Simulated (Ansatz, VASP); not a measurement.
**MgO: VASP beside Ansatz**

INCAR

```
PREC = Accurate
ENCUT = 600
EDIFF = 1E-6
ISMEAR = 0
SIGMA = 0.05
LREAL = F
LASPH = T
NELM = 120
ALGO = Normal
ISIF = 2
LWAVE = F
LCHARG = F
GGA = PS
NBANDS = 26
GGA_COMPAT = F
```

Contents of KPOINTS:

```
regular mesh
0
Gamma
  9 9 4
```

Contents of POSCAR:

```
MgO
1.0
    3.3034678071      0.0000000000      0.0000000000
   -1.6517339036      2.8608870415      0.0000000000
    0.0000000000      0.0000000000     10.0387760228
Mg O
4 4
Direct
    0.2921644744      0.6666666667     -0.0153043919
    0.3745021922      0.6666666667      0.5189627339
    0.6431406448      0.3333333333      0.2452482497
    0.6901926885      0.3333333333      0.7584100923
    0.3084941176      0.6666666667      0.1848984952
    0.3581725490      0.6666666667      0.7160431628
    0.7052269569      0.3333333333      0.4576312988
    0.6281063765      0.3333333333      0.9433103592
```

Input for Ansatz:

```yaml
crystal:
  lattice:
    - [3.3034678071, 0.0, 0.0]
    - [-1.6517339036, 2.8608870415, 0.0]
    - [0.0, 0.0, 10.0387760228]
  atoms:
    - { symbol: Mg, position: [0.2921644744, 0.6666666667, -0.0153043919] }
    - { symbol: Mg, position: [0.3745021922, 0.6666666667, 0.5189627339] }
    - { symbol: Mg, position: [0.6431406448, 0.3333333333, 0.2452482497] }
    - { symbol: Mg, position: [0.6901926885, 0.3333333333, 0.7584100923] }
    - { symbol: O, position: [0.3084941176, 0.6666666667, 0.1848984952] }
    - { symbol: O, position: [0.358172549, 0.6666666667, 0.7160431628] }
    - { symbol: O, position: [0.7052269569, 0.3333333333, 0.4576312988] }
    - { symbol: O, position: [0.6281063765, 0.3333333333, 0.9433103592] }
basis:
  ecutwfc: 520.0
kpoints:
  mp_grid: { grid: [9, 9, 4] }
hamiltonian:
  xc: pbesol
  pseudopotentials: { kind: paw, azcp: { folder: soft_1 } }
scf:
  occupations: { method: gaussian, width: 0.05 }
output:
  forces: true
  stress: true
  eigenvalues: true
```

Change from the starting cell: mode 4 frozen in at -0.136 Å and mode 10 at -0.172 Å (largest displacements).

Alike in both runs: task single point; functional PBEsol; k mesh 9 × 9 × 4; occupations gaussian, width 0.05 eV; no spin polarisation.

|  | VASP | Ansatz |
| --- | --- | --- |
| version | VASP 6.6.1 | Ansatz 0.2.0 |
| potentials or method | VASP PAW PBE potentials, release 64 (Mg, O), cutoff 600 eV | scalar-relativistic, plane waves, PAW |
| valence electrons in the cell | 32 | 64 |

Ansatz gave:

- gap on the k mesh at the Fermi level (eV): 3.18
- least direct gap on the mesh (eV): 3.18
- pressure (GPa): 0.8
- traceless stress, the component that is largest in VASP (GPa): 0.88
- rms of the force components (eV/Å): 0.406

Q: Estimate VASP's values.

A: gap on the k mesh at the Fermi level (eV): 3.17; least direct gap on the mesh (eV): 3.17; pressure (GPa): 0.4; traceless stress, the component that is largest in VASP (GPa): 0.94; rms of the force components (eV/Å): 0.414.

VASP's potentials were made for PBE, not for PBEsol, and Ansatz warns of the same on its side. Atom by atom the forces differ by 0.008 eV/Å (rms over components). The functional is the same, so the differences come from potentials, cutoffs and numerics. VASP's potentials hold 32 valence electrons a cell and Ansatz's 64, so a difference there can come from the potentials and not from the codes.
